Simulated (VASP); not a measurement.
The system is AgCl.

```xyz
2
Lattice="0.0000 2.9546 2.9546 2.9546 0.0000 2.9546 2.9546 2.9546 0.0000" Properties=species:S:1:pos:R:3 pbc="T T T"
Ag    0.0000    0.0000    0.0000
Cl    1.4773    1.4773    1.4773
```

The cell was generated, and may not be a known phase.

* Program: VASP 6.6.1
* Task: relaxation of cell and atoms
* Functional: PBE
* Potentials or basis: VASP PAW PBE potentials, release 64 (Ag, Cl)
* Cutoff: 600 eV
* k mesh: 8 × 8 × 8
* Occupations: gaussian, width 0.02 eV
* Spin: no spin polarisation

At the start: pressure 2.6 GPa; volume 25.79 Å³/atom.

Q: How do energy, volume and symmetry change on relaxing?

A: Over 3 steps the energy falls by 14.7 meV/atom and the volume is 27.74 Å³/atom (+7.5 %); space group F-43m (No. 216, to 0.1 Å) before and after.

Step by step:
```tsv
step	energy change (eV)	largest force (eV/Å)	pressure (GPa)	volume (Å³)
1	0.0000	0.0000	2.64	51.58
2	-0.0287	0.0000	0.35	54.82
3	-0.0294	0.0000	-0.02	55.47
```

Final structure:
```
Ag Cl
1.0
     0.00000    3.02699    3.02699
     3.02699    0.00000    3.02699
     3.02699    3.02699    0.00000
Ag Cl
1 1
Cartesian
  0.0000 0.0000 0.0000
  1.5135 1.5135 1.5135
```
